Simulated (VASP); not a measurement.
The system is MnS.

```
Mn S
1.0
     0.00000    2.60450    2.60450
     2.60450    0.00000    2.60450
     2.60450    2.60450    0.00000
Mn S
1 1
Direct
  0.00000 0.00000 0.00000
  0.50000 0.50000 0.50000
```

Base run:

```yaml
Program: VASP 6.6.1
Functional: PBE
Potentials_or_basis: VASP PAW PBE potentials, release 64 (Mn_pv, S)
Cutoff: 520 eV
k_mesh: 7 × 7 × 7
Occupations: fermi-dirac, width 0.15 eV
Spin: collinear spin, ferromagnetic start
Starting_moments: "[2.8, 0.0] μB"
```

Its results: pressure -3.5 GPa; net moment 4.65 μB per cell; site moments Mn +4.22; S +0.09 μB.

**Question.** The run is repeated on the same cell with these changes: k mesh from 7 × 7 × 7 to 5 × 5 × 5. What comes out?

**Answer.** Pressure -4.1 GPa; net moment 4.58 μB per cell; site moments Mn +4.18; S +0.08 μB.

Caveats: some runs use coarse meshes; a cell with one magnetic atom can't hold antiferromagnetic order, which such compounds often take; the cell stands under tension (at least some runs).
